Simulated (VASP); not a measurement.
Wanted: the native input for a VASP 6.6.1 run.

- Task: single point
- Functional: PBE
- Potentials or basis: VASP PAW PBE potentials, release 64 (Al, N)
- Cutoff: 520 eV
- k mesh: 5 × 5 × 1
- Occupations: gaussian, width 0.1 eV
- Spin: no spin polarisation
- Dipole correction: yes
- Further INCAR settings: ALGO = Normal; EDIFF = 1e-06; NBANDS = 36

The structure of Al6N lies in POSCAR:

```
Al6N
1.0
    5.7143028096      0.0000000000      0.0000000000
    0.0000000000      5.7143028096      0.0000000000
    0.0000000000      0.0000000000     22.1750227687
Al N
12 2
Direct
    0.2500000000      0.2500000000      0.1803831293
    0.2500000000      0.7500000000      0.1803831293
    0.7500000000      0.2500000000      0.1803831293
    0.7500000000      0.7500000000      0.1803831293
    0.0000000000      0.0000000000      0.2744094920
    0.0000000000      0.5000000000      0.2744094920
    0.5000000000      0.0000000000      0.2744094920
    0.5000000000      0.5000000000      0.2744094920
    0.2500000000      0.2500000000      0.3686590473
    0.2500000000      0.7500000000      0.3686590473
    0.7500000000      0.2500000000      0.3686590473
    0.7500000000      0.7500000000      0.3686590473
    0.2738131767      0.5000000000      0.4047356732
    0.7261868233      0.5000000000      0.4047356732
```

These files were run (other wordings do the same):

INCAR

```
SYSTEM = Al6N
PREC = Accurate ; ENCUT = 520
EDIFF = 1E-6 ; ISMEAR = 0
SIGMA = 0.1 ; LREAL = .False.
LASPH = .True. ; NELM = 60
ALGO = Normal ; ISIF = 2
LWAVE = .False. ; LCHARG = .False.
LDIPOL = .True. ; IDIPOL = 3
DIPOL = 0.5 0.5 0.293 ; GGA = PE
NBANDS = 36
```

KPOINTS

```
regular mesh
0
Gamma
  5 5 1
  0 0 0
```

Potentials or basis: VASP PAW PBE potentials, release 64 (Al, N).

Command:

```sh
$ cat potpaw_PBE.64/Al/POTCAR potpaw_PBE.64/N/POTCAR > POTCAR
$ mpirun -np 1 vasp_std > vasp.out
```

Results of the run:

| Item | Value |
| --- | --- |
| Largest force | 4.603 eV/Å |
| Band gap on the k mesh | zero (bands 23 and 24 overlap by 0.68 eV) |

Wall time 8.8 min on 1 thread of Intel(R) Xeon(R) Platinum 8259CL CPU @ 2.50GHz (Skylake/Cascade Lake), with other jobs on the host, peak memory 0.69 GiB.
